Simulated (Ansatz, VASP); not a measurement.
## Ga2SnSe3: VASP beside Ansatz

Contents of INCAR:

```
SYSTEM = Ga2SnSe3
ALGO = Normal ; EDIFF = 1E-6
EDIFFG = -0.01 ; ENCUT = 600
GGA = PE ; IBRION = 2
ISIF = 3 ; ISMEAR = 0
LASPH = .TRUE. ; LCHARG = .FALSE.
LREAL = .FALSE. ; LWAVE = .FALSE.
NELM = 80 ; NSW = 100
PREC = Accurate ; SIGMA = 0.1
```

KPOINTS

```
k-points
0
G
  10 10 6
  0 0 0
```

POSCAR

```
Ga2SnSe3
1.0
    4.0325108843      0.0000000000      0.0000000000
    0.0000000000      4.0325108843      0.0000000000
    0.0000000000      0.0000000000      8.6257224110
Ga Sn Se
2 1 3
Direct
    0.0000000000      0.0000000000      0.9026430629
    0.5000000000      0.5000000000      0.6080911378
    0.5000000000      0.5000000000      0.2639651542
    0.0000000000      0.0000000000      0.6061754795
    0.0000000000      0.0000000000      0.2073542797
    0.5000000000      0.5000000000      0.9117708959
```

Input for Ansatz:

```yaml
crystal:
  lattice:
    - [4.0325108843, 0.0, 0.0]
    - [0.0, 4.0325108843, 0.0]
    - [0.0, 0.0, 8.625722411]
  atoms:
    - { symbol: Ga, position: [0.0, 0.0, 0.9026430629] }
    - { symbol: Ga, position: [0.5, 0.5, 0.6080911378] }
    - { symbol: Sn, position: [0.5, 0.5, 0.2639651542] }
    - { symbol: Se, position: [0.0, 0.0, 0.6061754795] }
    - { symbol: Se, position: [0.0, 0.0, 0.2073542797] }
    - { symbol: Se, position: [0.5, 0.5, 0.9117708959] }
basis:
  ecutwfc: 420
kpoints:
  mp_grid: { grid: [10, 10, 6] }
hamiltonian:
  xc: pbe
scf:
  occupations: { method: gaussian, width: 0.1 }
output:
  forces: true
  stress: true
  eigenvalues: true
  write_density: true
  write_potential: true
  elf: true
  volumetric_format: npy
relax:
  adjacent_minimum: "off"
  f_tol: 0.01
  max_steps: 80
  cell: { stress_tol: 0.05 }
```

Change from the starting cell: species swapped into the Dy2CuAg3 type (P4mm, No. 99).

Alike in both runs: task relaxation of cell and atoms; functional PBE; k mesh 10 × 10 × 6; occupations gaussian, width 0.1 eV; no spin polarisation.

|  | VASP | Ansatz |
| --- | --- | --- |
| version | VASP 6.6.1 | Ansatz 0.2.0 |
| potentials or method | VASP PAW PBE potentials, release 64 (Ga_d, Sn_d, Se), cutoff 600 eV | scalar-relativistic, plane waves, PAW |
| valence electrons in the cell | 58 | 88 |

|  | VASP | Ansatz | Ansatz less VASP |
| --- | --- | --- | --- |
| gap on the k mesh at the Fermi level, each at its own relaxed structure (eV) | none | none | - |
| relaxed volume (Å³/atom) | 23.48 | 23.43 | -0.045 |
| relaxed length of the cell vector where the two differ most in proportion (Å) | 8.653 | 8.643 | -0.0102 |

A gap of «none» marks a metal or a gap that the smearing closes. VASP's potentials hold 58 valence electrons a cell and Ansatz's 88, so a difference there can come from the potentials and not from the codes.
